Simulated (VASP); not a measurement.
Input of a VASP 6.6.1 run:

File INCAR:

```
SYSTEM = Pd
PREC = Accurate ; ENCUT = 520
EDIFF = 1E-6 ; ISMEAR = -1
SIGMA = 0.05 ; LREAL = .FALSE.
LASPH = .TRUE. ; NELM = 100
ALGO = Normal ; ISIF = 2
LWAVE = .FALSE. ; LCHARG = .FALSE.
GGA = PE ; NBANDS = 17
```

File KPOINTS:

```
regular mesh
0
G
  16 16 16
  0 0 0
```

POSCAR

```
Pd
1.0
   -2.2771968477      2.2771968477      1.2222295844
    2.2771968477     -2.2771968477      1.2222295844
    2.2771968477      2.2771968477     -1.2222295844
Pd
2
Direct
   -0.3750000000     -0.1250000000     -0.2500000000
    0.3750000000      0.1250000000      0.2500000000
```

Potentials or basis: VASP PAW PBE potentials, release 64 (Pd).

Run with:

```bash
$ cat potpaw_PBE.64/Pd/POTCAR > POTCAR
$ mpirun -np 1 vasp_std > vasp.out
```

**Question.** Predict the pressure.

**Answer.** 83.4 GPa.

**Question.** What does it give for the band gap on the k mesh?

**Answer.** Zero (bands 10 and 11 overlap by 1.82 eV).

Stress tensor (GPa, compression positive):
```
83.06  0.00  0.00
 0.00 83.06  0.00
 0.00  0.00 83.97
```

Caveat: the cell stands under pressure.
